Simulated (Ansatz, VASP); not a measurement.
# Si4C5 in VASP and in Ansatz

The input INCAR:

```
PREC = Accurate
ENCUT = 520
EDIFF = 1E-6
ISMEAR = 0
SIGMA = 0.05
LREAL = F
LASPH = T
NELM = 150
ALGO = Normal
ISIF = 2
LWAVE = F
LCHARG = T
ISPIN = 2
MAGMOM = 0 0 0 0 2 0 0 0 0
LORBIT = 11
LDIPOL = T
IDIPOL = 3
DIPOL = 0.5 0.5 0.345
GGA = PE
LELF = T
LVHAR = T
LVACPOTAV = T
NBANDS = 32
```

The input KPOINTS:

```
Automatic mesh
0
Gamma
  9 9 1
```

File POSCAR:

```
Si4C5
1.0
    3.0920147208      0.0000000000      0.0000000000
   -1.5460073604      2.6777632971      0.0000000000
    0.0000000000      0.0000000000     25.2337106667
C Si
5 4
Direct
    0.3333333333      0.6666666667      0.1585181051
    0.6666666667      0.3333333333      0.2590546646
    0.3333333333      0.6666666667      0.3607902149
    0.6666666667      0.3333333333      0.4623551549
    0.6666666667      0.3333333333      0.5272197515
    0.6666666667      0.3333333333      0.1834768895
    0.3333333333      0.6666666667      0.2840134490
    0.6666666667      0.3333333333      0.3842867907
    0.3333333333      0.6666666667      0.4848161584
```

Input for Ansatz:

```yaml
crystal:
  lattice:
    - [3.0920147208, 0.0, 0.0]
    - [-1.5460073604, 2.6777632971, 0.0]
    - [0.0, 0.0, 25.2337106667]
  atoms:
    - { symbol: C, position: [0.3333333333, 0.6666666667, 0.1585181051] }
    - { symbol: Si, position: [0.6666666667, 0.3333333333, 0.1834768895] }
    - { symbol: C, position: [0.6666666667, 0.3333333333, 0.2590546646] }
    - { symbol: Si, position: [0.3333333333, 0.6666666667, 0.284013449] }
    - { symbol: C, position: [0.3333333333, 0.6666666667, 0.3607902149] }
    - { symbol: Si, position: [0.6666666667, 0.3333333333, 0.3842867907] }
    - { symbol: C, position: [0.6666666667, 0.3333333333, 0.4623551549] }
    - { symbol: Si, position: [0.3333333333, 0.6666666667, 0.4848161584] }
    - { symbol: C, position: [0.6666666667, 0.3333333333, 0.5272197515], spin: 2.0 }
basis:
  ecutwfc: 420
kpoints:
  mp_grid: { grid: [9, 9, 1] }
hamiltonian:
  xc: pbe
  pseudopotentials: { kind: paw, azcp: { folder: soft_1 } }
scf:
  occupations: { method: gaussian, width: 0.05 }
output:
  forces: true
  eigenvalues: true
  populations: true
magnetization:
  spin_polarized: true
efield:
  axis: 3
  dipole_correction: true
  ramp_width: 0.04
```

Alike in both runs: task single point; functional PBE; k mesh 9 × 9 × 1; occupations gaussian, width 0.05 eV; collinear spin.

```csv
,VASP,Ansatz
version,VASP 6.6.1,Ansatz 0.2.0
potentials or method,"VASP PAW PBE potentials, release 64 (C, Si), cutoff 520 eV","scalar-relativistic, plane waves, PAW"
valence electrons in the cell,36,36
```

```tsv
	VASP	Ansatz	Ansatz less VASP
gap on the k mesh at the Fermi level (eV)	none	none	-
rms of the force components (eV/Å)	1.442	1.442	+0.0001
net moment per atom (μB)	0.10	0.10	0.000
size of the moment on the site where the two differ most (μB)	0.34	0.38	+0.038
work function, face that differs most (eV)	5.81	5.83	+0.017
```

Site moments also hang on the region over which each program counts them. A gap of «none» marks a metal or a gap that the smearing closes. The functional is the same, so the differences come from potentials, cutoffs and numerics. Ansatz's warnings: vacuum below fermi.
